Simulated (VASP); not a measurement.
Here is a VASP 6.6.1 calculation.

INCAR

```
ALGO     = Normal         # electronic algorithm
EDIFF    = 1E-7           # SCF threshold, eV
ENCUT    = 520            # plane-wave cutoff, eV
GGA      = PS             # functional
ISIF     = 2              # what is computed and relaxed
ISMEAR   = 1              # smearing method
LASPH    = True           # aspherical terms in the spheres
LCHARG   = True           # write CHGCAR
LELF     = True           # ELF
LREAL    = False          # projectors in reciprocal space
LVHAR    = True         
LWAVE    = False          # write WAVECAR
NBANDS   = 8              # bands
NELM     = 100            # most SCF steps
PREC     = Accurate       # precision mode
SIGMA    = 0.05           # smearing width, eV
```

KPOINTS

```
k-points
0
Gamma
  9 9 11
```

POSCAR

```
Sb
1.0
   -1.5948718800      1.5512544700      2.7276667100
    1.5472171300     -1.5649253900      2.7079107700
    1.6154168300      1.5854703400     -2.7356140700
Sb
1
Direct
    0.0000000000      0.0000000000      0.0000000000
```

Potentials or basis: VASP PAW PBE potentials, release 64 (Sb).

Command:

```console
$ cat potpaw_PBE.64/Sb/POTCAR > POTCAR
$ mpirun -np 1 vasp_std > vasp.out
```

Question: What does it give for the pressure?

Answer: -0.8 GPa.

Stress tensor (GPa, compression positive):
```
-2.06 -0.49 -0.37
-0.49 -0.79 -0.44
-0.37 -0.44  0.34
```

Caveat: the PAW data sets were made with another functional, which shifts forces and pressure a little.
